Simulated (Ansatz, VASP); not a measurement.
## SiC in VASP and in Ansatz

```
Si C
1.0
     0.00000    2.18987    2.18987
     2.18987    0.00000    2.18987
     2.18987    2.18987    0.00000
Si C
1 1
Direct
  0.00000 0.00000 0.00000
  0.75000 0.75000 0.75000
```

Alike in both runs: functional PBE; k mesh 10 × 10 × 10; no spin polarisation.

Ansatz relaxed the structure, and its values are those at the end. VASP's run is a single point on that final structure, the one shown.

|  | VASP | Ansatz |
| --- | --- | --- |
| version | VASP 6.6.1 | Ansatz 0.2.0 |
| potentials or method | VASP PAW PBE potentials, release 64 (Si, C), cutoff 600 eV | scalar-relativistic, plane waves, PAW |
| occupations | gaussian, width 0.01 eV | fixed |
| valence electrons in the cell | 8 | 8 |

Ansatz gave:

| Quantity | Value |
| --- | --- |
| gap on the k mesh at the Fermi level (eV) | 1.37 |
| least direct gap on the mesh (eV) | 4.53 |
| pressure (GPa) | 0.0 |

**Question.** Estimate VASP's values.

**Answer.** gap on the k mesh at the Fermi level (eV): 1.37; least direct gap on the mesh (eV): 4.53; pressure (GPa): -0.2.
